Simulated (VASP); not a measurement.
# BN (P6_3/mmc) in VASP: a series of runs

BN is run at these levels: PBEsol; tasks: electric field gradients, vibrations by perturbation theory, elastic constants.

Program: VASP 6.6.1. These are calculated values, not measurements. Logs are shortened: lines on timing, memory, paths and dates and some standing lists are left out, and cuts for length are marked.

## (1) The cell of the first run

Symmetry: P6_3/mmc, No. 194, hexagonal system. Conventional cell: a = 2.504 Å, b = 2.504 Å, c = 7.033 Å, α = 90.00°, β = 90.00°, γ = 120.00°. Within 1.9 Å of B (site symmetry -6m2) lie 3 N at 1.45 Å. Within 1.9 Å of N (site symmetry -6m2) lie 3 B at 1.45 Å.

## (2) Electric field gradients, PBEsol

The input, INCAR:

```
SYSTEM = BN
  PREC = Accurate
  ENCUT = 520
  EDIFF = 1E-8
  ISMEAR = 0
  SIGMA = 0.01
  LREAL = .False.
  LASPH = .True.
  NELM = 80
  ALGO = Normal
  ISIF = 2
  LWAVE = .False.
  LCHARG = .False.
  GGA = PS
  LEFG = .True.
  NBANDS = 16
```

The input, KPOINTS:

```
regular mesh
0
Gamma
  12 12 4
  0 0 0
```

The input, POSCAR:

```
BN
1.0
    2.5043123440      0.0000000000      0.0000000000
   -1.2521561720      2.1687981090      0.0000000000
    0.0000000000      0.0000000000      7.0328502833
B N
2 2
Direct
    0.3333333333      0.6666666667      0.2500000000
    0.6666666667      0.3333333333      0.7500000000
    0.3333333333      0.6666666667      0.7500000000
    0.6666666667      0.3333333333      0.2500000000
```

Potentials or basis: VASP PAW PBE potentials, release 64 (B, N).

Started as:

```sh
$ cat potpaw_PBE.64/B/POTCAR potpaw_PBE.64/N/POTCAR > POTCAR
$ mpirun -np 1 vasp_std > vasp.out
```

OUTCAR:

```text
SYSTEM = BN
   PREC = Accurate
   ENCUT = 520
   EDIFF = 1E-8
   ISMEAR = 0
   LREAL = .False.
   LASPH = .True.
   NELM = 80
   ISIF = 2
   GGA = PS

 ion  position               nearest neighbor table
   1  0.333  0.667  0.250-   4 1.45   4 1.45   4 1.45
   2  0.667  0.333  0.750-   3 1.45   3 1.45   3 1.45
   3  0.333  0.667  0.750-   2 1.45   2 1.45   2 1.45
   4  0.667  0.333  0.250-   1 1.45   1 1.45   1 1.45

  LATTYP: Found a hexagonal cell.
 ALAT       =     2.5043123440
 C/A-ratio  =     2.8082959780

  Lattice vectors:

 A1 = (   2.5043123440,   0.0000000000,   0.0000000000)
 A2 = (  -1.2521561720,   2.1687981090,   0.0000000000)
 A3 = (   0.0000000000,   0.0000000000,   7.0328502833)

Analysis of symmetry for initial positions (statically):
=====================================================================
 Subroutine PRICEL returns:
 Original cell was already a primitive cell.

 Routine SETGRP: Setting up the symmetry group for a
 hexagonal supercell.

 Subroutine GETGRP returns: Found 24 space group operations
 (whereof 12 operations were pure point group operations)
 out of a pool of 24 trial point group operations.

The static configuration has the point symmetry D_3d.
 The point group associated with its full space group is D_6h.

Analysis of symmetry for dynamics (positions and initial velocities):
=====================================================================
 Subroutine PRICEL returns:
 Original cell was already a primitive cell.

 Routine SETGRP: Setting up the symmetry group for a
 hexagonal supercell.

 Subroutine GETGRP returns: Found 24 space group operations
 (whereof 12 operations were pure point group operations)
 out of a pool of 24 trial point group operations.

The dynamic configuration has the point symmetry D_3d.
 The point group associated with its full space group is D_6h.

 Subroutine INISYM returns: Found 24 space group operations
 (whereof 12 operations are pure point group operations),
 and found     1 'primitive' translations

----------------------------------------------------------------------------------------

                                     Primitive cell

  volume of cell :      38.1979

[... 136 lines left out ...]
  ---------------------------------------------------
  free energy    TOTEN  =       -36.57085505 eV

  energy without entropy =      -36.57085505  energy(sigma->0) =      -36.57085505

 E-fermi :   1.8003     XC(G=0):  -9.9131

 val. band max:        1.7434561376   @ k =   0.3333   0.3333   0.5000
 cond. band min:       6.0050475898   @ k =   0.5000   0.0000   0.0000
 fundamental gap:      4.2615914522
 Fermi energy:         1.8002911066

 k-point     1 :       0.0000    0.0000    0.0000
  band No.  band energies     occupation
      1     -15.9658      2.00000
      2     -15.7724      2.00000
      3      -4.3113      2.00000
      4      -2.6763      2.00000
      5       0.4352      2.00000
      6       0.4352      2.00000
[... 433 lines left out ...]
      3      -5.1320      2.00000
      4      -5.0988      2.00000
      5      -1.8248      2.00000
      6      -1.7995      2.00000
[... 8 lines left out ...]
     15      18.1194      0.00000
     16      20.0943      0.00000

 [... further k-points ...]
[... 5 lines left out ...]
  --------------------------------------------------------------------------------------
  -------------------------------------------------------------------------------------
  Total        0.1187812      0.1187812     -0.0329566      0.0000000      0.0000000      0.0000000
  in kB        4.9821789      4.9821789     -1.3823371      0.0000000      0.0000000      0.0000000
  external PRESSURE =       2.8606736 kB  Pullay stress =       0.0000000 kB

 VOLUME and BASIS-vectors are now :
 -----------------------------------------------------------------------------
  energy-cutoff  :      520.00
  volume of cell :       38.20
      direct lattice vectors                 reciprocal lattice vectors
     2.504312344  0.000000000  0.000000000     0.399311213  0.230542436  0.000000000
    -1.252156172  2.168798109  0.000000000     0.000000000  0.461084873  0.000000000
     0.000000000  0.000000000  7.032850283     0.000000000  0.000000000  0.142189860

 POSITION                                       TOTAL-FORCE (eV/Angst)
 -----------------------------------------------------------------------------------
     -0.00000      1.44587      1.75821        -0.000000      0.000000      0.000000
      1.25216      0.72293      5.27464        -0.000000     -0.000000      0.000000
     -0.00000      1.44587      5.27464         0.000000     -0.000000      0.000000
      1.25216      0.72293      1.75821         0.000000      0.000000      0.000000
 -----------------------------------------------------------------------------------
    total drift:                                0.000000     -0.000000      0.000000

  FREE ENERGIE OF THE ION-ELECTRON SYSTEM (eV)
  ---------------------------------------------------
  free  energy   TOTEN  =       -36.5708550540 eV

  energy  without entropy=      -36.5708550540  energy(sigma->0) =      -36.57085505

 Electric field gradients (V/A^2)
---------------------------------------------------------------------
 ion       V_xx      V_yy      V_zz      V_xy      V_xz      V_yz
---------------------------------------------------------------------
   1     -17.272   -17.272    34.544     0.000    -0.000     0.000
   2     -17.272   -17.272    34.544     0.000     0.000    -0.000
   3      -2.257    -2.258     4.516    -0.001     0.000    -0.000
   4      -2.257    -2.258     4.516    -0.001    -0.000     0.000
---------------------------------------------------------------------

 Electric field gradients after diagonalization (V/A^2)
 (convention: |V_zz| > |V_xx| > |V_yy|)
----------------------------------------------------------------------
 ion       V_xx      V_yy      V_zz     asymmetry (V_yy - V_xx)/ V_zz
----------------------------------------------------------------------
   1     -17.272   -17.272    34.544       0.000
   2     -17.272   -17.272    34.544       0.000
   3      -2.259    -2.257     4.516       0.000
   4      -2.259    -2.257     4.516       0.000
----------------------------------------------------------------------

           NMR quadrupolar parameters

 Cq : quadrupolar parameter    Cq=e*Q*V_zz/h
 eta: asymmetry parameters     (V_yy - V_xx)/ V_zz
 Q  : nuclear electric quadrupole moment in mb (millibarn)
----------------------------------------------------------------------
 ion       Cq(MHz)       eta       Q (mb)
----------------------------------------------------------------------
   1       0.084       0.000       1.000
   2       0.084       0.000       1.000
   3       0.011       0.000       1.000
   4       0.011       0.000       1.000
----------------------------------------------------------------------
```

Run time: 56 s. Hardware: 1 thread of Intel Xeon 8259CL, shared host; peak memory 0.17 GiB.

Results:

```
Free energy                             : -36.5709 eV
Pressure                                : 0.3 GPa
Band gap on the k mesh                  : 4.26 eV (least direct gap 4.60 eV)
Largest electric field gradient by atom : B +34.5; N +4.5 V/Å²
```

Stress tensor (GPa, compression positive):
```
 0.50  0.00  0.00
 0.00  0.50  0.00
 0.00  0.00 -0.14
```

Electric field gradients, principal values (V/Å²):
```tsv
atom	least	middle	greatest (by size)
1 B	-17.272	-17.272	34.544
2 B	-17.272	-17.272	34.544
3 N	-2.257	-2.259	4.516
4 N	-2.257	-2.259	4.516
```

Caveat: without QUAD_EFG the Cq values of the log hold for a quadrupole moment of 1 mb, not for the nuclei; the PAW data sets were made with another functional, which shifts forces and pressure a little; this functional lacks dispersion, which binds the layers, so the pressure and a relaxed spacing across them are unreliable.

## (3) Vibrations by perturbation theory, PBEsol

The input, INCAR:

```
SYSTEM = BN
ALGO = Normal ; EDIFF = 1E-8
ENCUT = 520 ; GGA = PS
IBRION = 8 ; ISIF = 2
ISMEAR = 0 ; LASPH = .TRUE.
LCHARG = .FALSE. ; LEPSILON = .TRUE.
LREAL = .FALSE. ; LWAVE = .FALSE.
NBANDS = 16 ; NELM = 80
NSW = 1 ; PREC = Accurate
SIGMA = 0.01
```

The input, KPOINTS:

```
k-points
0
G
  12 12 4
  0 0 0
```

POSCAR is that of step 2.

Potentials or basis: VASP PAW PBE potentials, release 64 (B, N).

Started as:

```sh
$ cat potpaw_PBE.64/B/POTCAR potpaw_PBE.64/N/POTCAR > POTCAR
$ mpirun -np 1 vasp_std > vasp.out
```

OUTCAR:

```text
SYSTEM = BN
   EDIFF = 1E-8
   ENCUT = 520
   GGA = PS
   IBRION = 8
   ISIF = 2
   ISMEAR = 0
   LASPH = .TRUE.
   LEPSILON = .TRUE.
   LREAL = .FALSE.
   NELM = 80
   NSW = 1
   PREC = Accurate

 ion  position               nearest neighbor table
   1  0.333  0.667  0.250-   4 1.45   4 1.45   4 1.45
   2  0.667  0.333  0.750-   3 1.45   3 1.45   3 1.45
   3  0.333  0.667  0.750-   2 1.45   2 1.45   2 1.45
   4  0.667  0.333  0.250-   1 1.45   1 1.45   1 1.45

  LATTYP: Found a hexagonal cell.
 ALAT       =     2.5043123440
 C/A-ratio  =     2.8082959780

  Lattice vectors:

 A1 = (   2.5043123440,   0.0000000000,   0.0000000000)
 A2 = (  -1.2521561720,   2.1687981090,   0.0000000000)
[... 793 lines left out ...]
  3Z     0.000000    0.000000   -0.656028    0.000000   -0.000000   13.437039    0.000000    0.000000  -13.610859    0.000000    0.000000    0.829848
  4X    41.557623    0.000000    0.000000    0.000917   -0.000000    0.000000    0.026249    0.000000    0.000000  -41.584788    0.000000    0.000000
  4Y     0.000000   41.557623    0.000000   -0.000000    0.000917    0.000000    0.000000    0.026249    0.000000    0.000000  -41.584788    0.000000
  4Z     0.000000   -0.000000   13.437039    0.000000    0.000000   -0.656028    0.000000    0.000000    0.829848    0.000000    0.000000  -13.610859

 Eigenvectors and eigenvalues of the dynamical matrix
 ----------------------------------------------------

   1 f  =   40.810031 THz   256.416984 2PiTHz 1361.276090 cm-1   168.776649 meV
             X         Y         Z           dx          dy          dz
     -0.000000  1.445865  1.758213    -0.000000   -0.531096   -0.000000
      1.252156  0.722933  5.274638     0.000000    0.531096   -0.000000
     -0.000000  1.445865  5.274638    -0.000000   -0.466837   -0.000000
      1.252156  0.722933  1.758213     0.000000    0.466837    0.000000
[... 71 lines left out ...]
  12 f/i=    0.005348 THz     0.033603 2PiTHz    0.178395 cm-1     0.022118 meV
             X         Y         Z           dx          dy          dz
     -0.000000  1.445865  1.758213     0.000000   -0.000000    0.466627
      1.252156  0.722933  5.274638     0.000000   -0.000000    0.466627
     -0.000000  1.445865  5.274638     0.000000   -0.000000    0.531280
      1.252156  0.722933  1.758213     0.000000   -0.000000    0.531280

--------------------------------------------------------------------------------------------------------

 MACROSCOPIC STATIC DIELECTRIC TENSOR IONIC CONTRIBUTION
 ------------------------------------------------------
           1.670312     0.000000    -0.000000
           0.000000     1.670312    -0.000000
          -0.000000    -0.000000     0.310241
 ------------------------------------------------------

 ELASTIC MODULI CONTR FROM IONIC RELAXATION (kBar)
 Direction    XX          YY          ZZ          XY          YZ          ZX
 --------------------------------------------------------------------------------
 XX        -445.6969    445.6969     -0.0000     -0.0000     -0.0000      0.0000
 YY         445.6969   -445.6969      0.0000      0.0000      0.0000      0.0000
 ZZ          -0.0000      0.0000     -0.0000     -0.0000      0.0000      0.0000
 XY          -0.0000      0.0000     -0.0000   -445.6969      0.0000      0.0000
 YZ          -0.0000      0.0000      0.0000      0.0000     -0.0000      0.0000
 ZX           0.0000      0.0000      0.0000      0.0000      0.0000      0.0000
 --------------------------------------------------------------------------------

 PIEZOELECTRIC TENSOR IONIC CONTR  for field in x, y, z        (C/m^2)
          XX          YY          ZZ          XY          YZ          ZX
  --------------------------------------------------------------------------------
  x     0.00000    -0.00000    -0.00000     0.00000     0.00000     0.00000
  y     0.00000    -0.00000     0.00000     0.00000    -0.00000     0.00000
  z     0.00000    -0.00000     0.00000     0.00000    -0.00000     0.00000
```

Wall time 13 min (1 thread of Intel Xeon 8259CL, shared host); peak memory 0.46 GiB.

Results:

```yaml
Electronic_dielectric_tensor_diagonal: 4.62, 4.62, 2.50
Born_charges_mean_of_the_diagonal: B +2.02; N -2.02 e
Highest_phonon_frequency_at_Γ_LO-TO_splitting_left_out: 1361 cm⁻¹
```

Phonon frequencies in cm⁻¹ (negative: imaginary):
```tsv
q point	frequencies
(0.000, 0.000, 0.000)	0 0 0 29 29 60 755 794 1361 1361 1361 1361
```

Electronic dielectric tensor:
```
4.62 0.00 0.00
0.00 4.62 0.00
0.00 0.00 2.50
```

Born effective charge tensors (e):
atom 1, B
```
2.71 0.00 0.00
0.00 2.71 0.00
0.00 0.00 0.65
```
atom 2, B
```
2.71 0.00 0.00
0.00 2.71 0.00
0.00 0.00 0.65
```
atom 3, N
```
-2.71  0.00  0.00
 0.00 -2.71  0.00
 0.00  0.00 -0.65
```
atom 4, N
```
-2.71  0.00  0.00
 0.00 -2.71  0.00
 0.00  0.00 -0.65
```

Caveat: the PAW data sets were made with another functional, which shifts forces and pressure a little; this functional lacks dispersion, which binds the layers, so the pressure and a relaxed spacing across them are unreliable.

[end of part 1 of 2]
